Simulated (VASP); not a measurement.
Here is a VASP 6.6.1 calculation.

Contents of INCAR:

```
PREC = Accurate ; ENCUT = 520
EDIFF = 1E-6 ; ISMEAR = 0
SIGMA = 0.019000000000000003 ; LREAL = False
LASPH = True ; NELM = 60
ALGO = Normal ; ISIF = 2
LWAVE = False ; LCHARG = False
GGA = PE ; NBANDS = 14
```

File KPOINTS:

```
regular mesh
0
Gamma
  10 10 10
```

Contents of POSCAR:

```
HfC
1.0
    0.0000000000      2.3250000000      2.3250000000
    2.3250000000      0.0000000000      2.3250000000
    2.3250000000      2.3250000000      0.0000000000
Hf C
1 1
Direct
    0.5000000000      0.5000000000      0.5000000000
    0.0000000000      0.0000000000      0.0000000000
```

Potentials or basis: VASP PAW PBE potentials, release 64 (Hf_pv, C).

Run with:

```sh
$ cat potpaw_PBE.64/Hf_pv/POTCAR potpaw_PBE.64/C/POTCAR > POTCAR
$ mpirun -np 1 vasp_std > vasp.out
```

Q: What does it give for the pressure?

A: -0.5 GPa.

Q: Predict the band gap on the k mesh.

A: Zero (band 7 reaches 6.95 eV, above the bottom of band 8 at 5.55 eV).

Caveat: spin-orbit coupling is left out, which moves the levels of the heavy elements.
